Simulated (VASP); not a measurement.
Runs of VASP 6.6.1 on GaP. The structure is that of space group R-3m (No. 166), or close to it. The cells are those of the table. 

```csv
cell,gap on the mesh (eV),pressure (GPa),largest force (eV/Å)
"a = 7.931 Å, angles 25.9°, 4 atoms",none,0.2,0.56
"a = 7.563 Å, angles 28.0°, 4 atoms",none,-2.4,0.67
"a = 6.046 Å, angles 40.5°, 4 atoms",none,(a),5.74
"a = 6.238 Å, angles 38.4°, 4 atoms",none,0.5,3.47
```

Alike in all rows: task single point; level LDA; potentials or basis VASP PAW LDA potentials, release 64 (Ga_d, P); no spin polarisation; k mesh 12 × 12 × 12; cutoff (eV) 520; smearing gaussian 0.05 eV.

Problem. Estimate the missing entries.

Solution. (a) 4.9.

Caveats: semilocal functionals underestimate gaps, and a narrow one can read as zero (at least some runs); forces of over 1 eV/Å act on the atoms, so gaps and moduli don't describe the material at rest (at least some runs); the stress differs along the axes, from -17 to 9 GPa (at least some runs); the stress differs along the axes, from -18 to 5 GPa (at least some runs); the stress differs along the axes, from -12 to 38 GPa (at least some runs); the stress differs along the axes, from -11 to 24 GPa (at least some runs).

A k mesh can miss the band edges, and the runs leave out spin-orbit coupling on Ga.

A gap of «none» marks levels without a gap at the run's occupations.
